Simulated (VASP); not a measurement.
Au: single point with PBE

Au:

```xyz
1
Lattice="0.0000 2.0652 2.0652 2.0652 0.0000 2.0652 2.0652 2.0652 0.0000" Properties=species:S:1:pos:R:3 pbc="T T T"
Au    0.0000    0.0000    0.0000
```

This cell differs from its parent crystal: volume scaled by 0.98.

```
Program                : VASP 6.6.1
Task                   : single point
Functional             : PBE
Potentials or basis    : VASP PAW PBE potentials, release 64 (Au)
Cutoff                 : 520 eV
k mesh                 : 20 × 20 × 20
Occupations            : fermi-dirac, width 0.15 eV
Spin                   : no spin polarisation
Dipole correction      : no
Further INCAR settings : ALGO = Fast; EDIFF = 1e-06; NBANDS = 12
```

```yaml
Pressure: 2.8 GPa
```

Levels at points of the mesh, in eV from the Fermi level:
```csv
k point,band 3,band 4,band 5,band 6,band 7,band 8,band 9,band 10
"(0.00, 0.00, 0.00)",-4.53,-4.53,-3.10,-3.10,14.56,18.36,18.36,18.36
"(0.50, 0.00, 0.00)",-4.56,-1.97,-1.97,-0.81,2.89,14.00,16.88,16.88
"(0.50, 0.50, 0.00)",-2.01,-1.66,-1.66,1.11,5.50,9.91,9.91,16.84
```

Wall time 30 s on 1 thread of Intel(R) Xeon(R) Platinum 8259CL CPU @ 2.50GHz (Skylake/Cascade Lake) (shared host), peak memory 0.18 GiB.

Caveat: spin-orbit coupling is left out, which moves the levels of the heavy elements.
